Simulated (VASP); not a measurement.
Input of a VASP 6.6.1 run:

The input INCAR:

```
SYSTEM = CuO
PREC     = Accurate       ! precision mode
ENCUT    = 520            ! plane-wave cutoff, eV
EDIFF    = 1E-6           ! SCF threshold, eV
ISMEAR   = -1             ! smearing method
SIGMA    = 0.05           ! smearing width, eV
LREAL    = .False.        ! projectors in reciprocal space
LASPH    = .True.         ! aspherical terms in the spheres
NELM     = 80             ! most SCF steps
ALGO     = Normal         ! electronic algorithm
ISIF     = 2              ! what is computed and relaxed
LWAVE    = .False.        ! write WAVECAR
LCHARG   = .False.        ! write CHGCAR
GGA      = PE             ! functional
NBANDS   = 34             ! bands
```

Contents of KPOINTS:

```
regular mesh
0
Gamma
  4 4 4
  0 0 0
```

The input POSCAR:

```
CuO
1.0
    4.1609370000      0.0000000000      0.0000000000
    0.0000000000      4.1609370000      0.0000000000
    0.0000000000      0.0000000000      3.8876430000
Cu O
3 3
Direct
    0.9775528800      0.9881666000      0.9603305800
    0.0396695900      0.5261100300      0.5181672900
    0.4811597400      0.9934184900      0.5059234600
    0.0110367000      0.5028174100      0.9754800000
    0.4613573800      0.9887535000      0.9867417100
    0.0292236900      0.0007339600      0.5533569500
```

Potentials or basis: VASP PAW PBE potentials, release 64 (Cu, O).

Launch:

```sh
$ cat potpaw_PBE.64/Cu/POTCAR potpaw_PBE.64/O/POTCAR > POTCAR
$ mpirun -np 1 vasp_std > vasp.out
```

Problem. What does it give for the pressure?

Solution. 17.3 GPa.

Problem. Predict the largest force.

Solution. 9.938 eV/Å.

Problem. What does it give for the band gap on the k mesh?

Solution. Zero (an odd number of electrons rules out a gap without spin polarisation).

Forces on the atoms (eV/Å):
```
Cu  -1.563  0.367  9.808
Cu  -0.015 -1.034 -2.752
Cu   1.542  0.152 -1.492
O   -0.372 -0.479  2.565
O    1.166  0.108  1.425
O   -0.758  0.887 -9.554
```

Caveat: the k points lie up to 0.40 Å⁻¹ apart, too coarse for converged energies and pressures of a metal; an odd number of electrons without spin polarisation forces a metal; a magnetic or distorted state may lie lower; semilocal functionals often make such compounds metallic where correlation or magnetic order opens a gap, which also shifts bond lengths. With open d or f shells a metallic result of PBE can be an artefact of self-interaction; +U or a hybrid may open a gap.
